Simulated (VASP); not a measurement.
# ZnCu (Pm-3m) in VASP: further runs

Runs on ZnCu. Level: PBE. Tasks: single point.

All numbers are computed with VASP 6.6.1; they aren't measurements. Logs are shortened: lines on timing, memory, paths and dates and some standing lists are left out, and cuts for length are marked.

**1. The cell of the first run**

The structure is cubic, space group Pm-3m (No. 221). The conventional cell has a = 2.903 Å, b = 2.903 Å, c = 2.903 Å, α = 90.00°, β = 90.00°, γ = 90.00°. Zn (site symmetry m-3m) has 8 Cu at 2.51 Å and 6 Zn at 2.90 Å within 3.3 Å. Within 3.3 Å of Cu (site symmetry m-3m) lie 8 Zn at 2.51 Å and 6 Cu at 2.90 Å.

**2. Single point, PBE (12.23 Å³/atom)**

Input file INCAR:

```
SYSTEM = ZnCu
  PREC = Accurate
  ENCUT = 520
  EDIFF = 1E-7
  ISMEAR = 0
  SIGMA = 0.1
  LREAL = .False.
  LASPH = .True.
  NELM = 100
  ALGO = Fast
  ISIF = 2
  LWAVE = .False.
  LCHARG = .False.
  GGA = PE
  NBANDS = 18
```

Input file KPOINTS:

```
regular mesh
0
Gamma
  14 14 14
  0 0 0
```

Input file POSCAR:

```
ZnCu
1.0
    2.9026925138      0.0000000000      0.0000000000
    0.0000000000      2.9026925138      0.0000000000
    0.0000000000      0.0000000000      2.9026925138
Zn Cu
1 1
Direct
    0.5000000000      0.5000000000      0.5000000000
    0.0000000000      0.0000000000      0.0000000000
```

Potentials or basis: VASP PAW PBE potentials, release 64 (Zn, Cu).

Run with:

```bash
> cat potpaw_PBE.64/Zn/POTCAR potpaw_PBE.64/Cu/POTCAR > POTCAR
> mpirun -np 1 vasp_std > vasp.out
```

OUTCAR:

```text
SYSTEM = ZnCu
   PREC = Accurate
   ENCUT = 520
   EDIFF = 1E-7
   ISMEAR = 0
   LREAL = .False.
   LASPH = .True.
   NELM = 100
   ISIF = 2
   GGA = PE

 ion  position               nearest neighbor table
   1  0.500  0.500  0.500-   2 2.51   2 2.51   2 2.51   2 2.51   2 2.51   2 2.51   2 2.51   2 2.51

   2  0.000  0.000  0.000-   1 2.51   1 2.51   1 2.51   1 2.51   1 2.51   1 2.51   1 2.51   1 2.51

  LATTYP: Found a simple cubic cell.
 ALAT       =     2.9026925138

  Lattice vectors:

 A1 = (   2.9026925138,   0.0000000000,   0.0000000000)
 A2 = (   0.0000000000,   2.9026925138,   0.0000000000)
 A3 = (   0.0000000000,   0.0000000000,   2.9026925138)

Analysis of symmetry for initial positions (statically):
=====================================================================
 Subroutine PRICEL returns:
 Original cell was already a primitive cell.

 Routine SETGRP: Setting up the symmetry group for a
 simple cubic supercell.

 Subroutine GETGRP returns: Found 48 space group operations
 (whereof 48 operations were pure point group operations)
 out of a pool of 48 trial point group operations.

The static configuration has the point symmetry O_h .

Analysis of symmetry for dynamics (positions and initial velocities):
=====================================================================
 Subroutine PRICEL returns:
 Original cell was already a primitive cell.

 Routine SETGRP: Setting up the symmetry group for a
 simple cubic supercell.

 Subroutine GETGRP returns: Found 48 space group operations
 (whereof 48 operations were pure point group operations)
 out of a pool of 48 trial point group operations.

The dynamic configuration has the point symmetry O_h .

 Subroutine INISYM returns: Found 48 space group operations
 (whereof 48 operations are pure point group operations),
 and found     1 'primitive' translations

----------------------------------------------------------------------------------------

                                     Primitive cell

  volume of cell :      24.4570

  direct lattice vectors                    reciprocal lattice vectors
     2.902692514  0.000000000  0.000000000     0.344507727  0.000000000  0.000000000
     0.000000000  2.902692514  0.000000000     0.000000000  0.344507727  0.000000000
     0.000000000  0.000000000  2.902692514     0.000000000  0.000000000  0.344507727

  length of vectors
     2.902692514  2.902692514  2.902692514     0.344507727  0.344507727  0.344507727

  position of ions in fractional coordinates (direct lattice)
     0.500000000  0.500000000  0.500000000
     0.000000000  0.000000000  0.000000000

  ion indices of the primitive-cell ions
   primitive index   ion index
                 1           1
                 2           2

----------------------------------------------------------------------------------------

 KPOINTS: regular mesh

Automatic generation of k-mesh.
 Grid dimensions read from file:
 generate k-points for:   14   14   14

 Generating k-lattice:

  Cartesian coordinates                     Fractional coordinates (reciprocal lattice)
     0.024607695  0.000000000  0.000000000     0.071428571  0.000000000  0.000000000
     0.000000000  0.024607695  0.000000000     0.000000000  0.071428571  0.000000000
     0.000000000  0.000000000  0.024607695     0.000000000  0.000000000  0.071428571

  Length of vectors
     0.024607695  0.024607695  0.024607695

  Shift w.r.t. Gamma in fractional coordinates (k-lattice)
     0.000000000  0.000000000  0.000000000

 Subroutine IBZKPT returns following result:
 ===========================================

 Found    120 irreducible k-points:

 Following reciprocal coordinates:
            Coordinates               Weight
  0.000000  0.000000  0.000000      1.000000
  0.071429  0.000000  0.000000      6.000000
  0.142857  0.000000  0.000000      6.000000
  0.214286  0.000000  0.000000      6.000000
  0.285714  0.000000  0.000000      6.000000
  0.357143  0.000000  0.000000      6.000000
[... 16 lines left out ...]
  0.285714  0.214286  0.000000     24.000000
  0.357143  0.214286  0.000000     24.000000
 [... further k-points ...]
   k-points           NKPTS =    120   k-points in BZ     NKDIM =    120   number of bands    NBANDS=     18
   number of dos      NEDOS =    301   number of ions     NIONS =      2
   total plane-waves  NPLWV =  13824
   dimension x,y,z NGX =    24 NGY =   24 NGZ =   24
   dimension x,y,z NGXF=    48 NGYF=   48 NGZF=   48
   ions per type =               1   1
   NGX,Y,Z   is equivalent  to a cutoff of  13.75, 13.75, 13.75 a.u.
   NGXF,Y,Z  is equivalent  to a cutoff of  27.49, 27.49, 27.49 a.u.
 SYSTEM =  ZnCu
   PREC   = accura    normal or accurate (medium, high low for compatibility)
   ISTART =      0    job   : 0-new  1-cont  2-samecut
   ICHARG =      2    charge: 1-file 2-atom 10-const
   ISPIN  =      1    spin polarized calculation?
   LNONCOLLINEAR =      F non collinear calculations
   LSORBIT =      F    spin-orbit coupling
   LASPH  =      T    aspherical Exc in radial PAW
   ENCUT  =  520.0 eV  38.22 Ry    6.18 a.u.   5.40  5.40  5.40*2*pi/ulx,y,z
   NELM   =    100;   NELMIN=  2; NELMDL= -5     # of ELM steps
   EDIFF  = 0.1E-06   stopping-criterion for ELM
   LREAL  =      F    real-space projection
   EDIFFG = 0.1E-05   stopping-criterion for IOM
   NSW    =      0    number of steps for IOM
   IBRION =     -1    ionic relax: 0-MD 1-quasi-New 2-CG
   NFREE  =      0    steps in history (QN), initial steepest desc. (CG)
   ISIF   =      2    stress and relaxation
   ISYM   =      2    0-nonsym 1-usesym 2-fastsym
   POTIM  = 0.5000    time-step for ionic-motion
   TEBEG  =    0.0;   TEEND  =   0.0 temperature during run
   PSTRESS=    0.0 pullay stress
   NELECT =      23.0000    total number of electrons
   NUPDOWN=      -1.0000    fix difference up-down
   EMIN   =  10.00;   EMAX   =-10.00  energy-range for DOS
   EFERMI =   0.00;   METHOD = LEGACY
   ISMEAR =     0;   SIGMA  =   0.10  broadening in eV -4-tet -1-fermi 0-gaus
   EFERMI_NEDOS =   21; number of points for ismear=-14 and -15
   IALGO  =     68    algorithm
   IMIX   =      4    mixing-type and parameters
     AMIX     =   0.40;   BMIX     =  1.00
     AMIX_MAG =   1.60;   BMIX_MAG =  1.00
  volume/ion in A,a.u.               =      12.23        82.52
  Fermi-wavevector in a.u.,A,eV,Ry     =   1.603921  3.030972 35.001855  2.572564
  Thomas-Fermi vector in A             =   2.700508
   LORBIT       =      0    0 simple, 1 ext, 2 COOP (PROOUT), +10 PAW based schemes
   GGA     = PE    functional components
   LHFCALC =     F    Hartree Fock is set to
   AEXX    =    0.0000 exact exchange contribution
   IVDW    =     0    specifies the selected vdW correction
   LEPSILON=     F    determine dielectric tensor
   LRPA    =     F    only Hartree local field effects (RPA)
 non-spin polarized calculation
 RMM-DIIS sequential band-by-band and
 Gauss-broadening in eV      SIGMA  =   0.10
  energy-cutoff  :      520.00
  volume of cell :       24.46
 maximum number of plane-waves:       691
 NGX is ok and might be reduce to    24
   NGX = 11   NGY = 11   NGZ = 11

 number of electron      22.9999983 magnetization

 Free energy of the ion-electron system (eV)
  ---------------------------------------------------
  ext. energy  EPLUGINS =         0.00000000
  ---------------------------------------------------
  free energy    TOTEN  =        -4.97293391 eV

  energy without entropy =       -4.97150448  energy(sigma->0) =       -4.97221919

 E-fermi :   5.9907     XC(G=0): -12.6467

 val. band max:        5.8619431190   @ k =   0.5000   0.5000   0.2143
 cond. band min:       6.0046324160   @ k =   0.4286   0.3571   0.2143
 fundamental gap:      0.1426892971
 Fermi energy:         5.9906512242

 k-point     1 :       0.0000    0.0000    0.0000
  band No.  band energies     occupation
      1      -4.7147      2.00000
      2      -2.0372      2.00000
      3      -2.0372      2.00000
      4      -1.2671      2.00000
      5      -1.2671      2.00000
      6      -1.2671      2.00000
[... 10 lines left out ...]
     17      18.9594      0.00000
     18      29.8380      0.00000

 k-point     2 :       0.0714    0.0000    0.0000
  band No.  band energies     occupation
      1      -4.6193      2.00000
      2      -2.0250      2.00000
      3      -2.0157      2.00000
      4      -1.2758      2.00000
      5      -1.2758      2.00000
      6      -1.2625      2.00000
[... 10 lines left out ...]
     17      19.5235      0.00000
     18      28.7796      0.00000

 k-point     3 :       0.1429    0.0000    0.0000
  band No.  band energies     occupation
      1      -4.3364      2.00000
      2      -1.9903      2.00000
      3      -1.9529      2.00000
      4      -1.3002      2.00000
      5      -1.3002      2.00000
      6      -1.2494      2.00000
[... 10 lines left out ...]
     17      21.5093      0.00000
     18      27.3507      0.00000

 k-point     4 :       0.2143    0.0000    0.0000
  band No.  band energies     occupation
      1      -3.8777      2.00000
      2      -1.9394      2.00000
      3      -1.8528      2.00000
      4      -1.3352      2.00000
      5      -1.3352      2.00000
      6      -1.2304      2.00000
[... 375 lines left out ...]
      4      -1.3767      2.00000
      5      -1.3604      2.00000
      6      -1.2882      2.00000
[... 10 lines left out ...]
     17      23.9913      0.00000
     18      25.2898      0.00000

 k-point    23 :       0.2857    0.2143    0.0000
  band No.  band energies     occupation
      1      -2.6411      2.00000
      2      -1.8247      2.00000
      3      -1.6001      2.00000
      4      -1.4129      2.00000
      5      -1.3086      2.00000
      6      -1.2527      2.00000
[... 10 lines left out ...]
     17      23.9719      0.00000
     18      24.2763      0.00000

 k-point    24 :       0.3571    0.2143    0.0000
  band No.  band energies     occupation
      1      -2.2416      2.00000
      2      -1.8223      2.00000
      3      -1.5514      2.00000
      4      -1.4502      2.00000
      5      -1.3220      2.00000
      6      -0.8428      2.00000
[... 10 lines left out ...]
     17      22.2896      0.00000
     18      23.1415      0.00000

 [... further k-points ...]

------------------------ aborting loop because EDIFF is reached ----------------------------------------

  FORCE on cell =-STRESS in cart. coord.  units (eV):
  Direction    XX          YY          ZZ          XY          YZ          ZX
  --------------------------------------------------------------------------------------
  -------------------------------------------------------------------------------------
  Total        1.3580082      1.3580082      1.3580082      0.0000000     -0.0000000      0.0000000
  in kB       88.9630963     88.9630963     88.9630963      0.0000000     -0.0000000      0.0000000
  external PRESSURE =      88.9630963 kB  Pullay stress =       0.0000000 kB

 VOLUME and BASIS-vectors are now :
 -----------------------------------------------------------------------------
  energy-cutoff  :      520.00
  volume of cell :       24.46
      direct lattice vectors                 reciprocal lattice vectors
     2.902692514  0.000000000  0.000000000     0.344507727  0.000000000  0.000000000
     0.000000000  2.902692514  0.000000000     0.000000000  0.344507727  0.000000000
     0.000000000  0.000000000  2.902692514     0.000000000  0.000000000  0.344507727

 POSITION                                       TOTAL-FORCE (eV/Angst)
 -----------------------------------------------------------------------------------
      1.45135      1.45135      1.45135         0.000000      0.000000      0.000000
      0.00000      0.00000      0.00000         0.000000      0.000000      0.000000
 -----------------------------------------------------------------------------------
    total drift:                                0.000000      0.000000     -0.000000

  FREE ENERGIE OF THE ION-ELECTRON SYSTEM (eV)
  ---------------------------------------------------
  free  energy   TOTEN  =        -4.9729339087 eV

  energy  without entropy=       -4.9715044760  energy(sigma->0) =       -4.97221919
```

It took 96 s on 1 thread of Intel Xeon 8259CL, shared host; peak memory 0.18 GiB.

What came out:

```yaml
Free_energy: -4.9729 eV
Pressure: 8.9 GPa
Band_gap_on_the_k_mesh: zero (an odd number of electrons rules out a gap without spin polarisation)
```

Caveat: the cell stands under pressure.

**3. Single point, PBE (12.62 Å³/atom)**

This run uses another cell than the first one, of 12.62 Å³/atom.

Input file INCAR:

```
SYSTEM = ZnCu
ALGO = Normal
EDIFF = 1E-6
ENCUT = 520
GGA = PE
ISIF = 2
ISMEAR = 0
LASPH = .True.
LCHARG = .False.
LREAL = .False.
LWAVE = .False.
NBANDS = 18
NELM = 60
PREC = Accurate
SIGMA = 0.1
```

Input file KPOINTS:

```
k-points
0
Gamma
  14 14 14
  0 0 0
```

Input file POSCAR:

```
ZnCu
1.0
    2.9332494173      0.0000000000      0.0000000000
    0.0000000000      2.9332494173      0.0000000000
    0.0000000000      0.0000000000      2.9332494173
Zn Cu
1 1
Direct
    0.5000000000      0.5000000000      0.5000000000
    0.0000000000      0.0000000000      0.0000000000
```

Potentials or basis: VASP PAW PBE potentials, release 64 (Zn, Cu).

Run with:

```bash
> cat potpaw_PBE.64/Zn/POTCAR potpaw_PBE.64/Cu/POTCAR > POTCAR
> mpirun -np 1 vasp_std > vasp.out
```

Wall time 64 s (1 thread of Intel Xeon 8259CL, shared host); peak memory 0.18 GiB.

Results (log left out):

```
Free energy            : -5.0053 eV
Pressure               : 4.3 GPa
Band gap on the k mesh : zero (an odd number of electrons rules out a gap without spin polarisation)
```

Levels at points of the mesh, in eV from the Fermi level:
```tsv
k point	band 8	band 9	band 10	band 11	band 12	band 13	band 14	band 15	band 16	band 17
(0.00, 0.00, 0.00)	-3.63	-2.77	-2.77	-2.77	6.26	6.26	6.26	11.31	11.31	12.46
(0.50, 0.00, 0.00)	-3.76	-3.33	-3.33	-2.85	-2.04	11.80	11.80	12.43	12.43	13.51
(0.50, 0.50, 0.00)	-2.92	-2.92	-2.54	-1.94	-1.94	1.79	2.13	14.05	15.60	15.60
(0.50, 0.50, 0.50)	-4.36	-2.52	-2.52	3.93	4.35	4.35	4.35	4.53	4.53	4.53
```

Caveat: the cell stands under pressure.
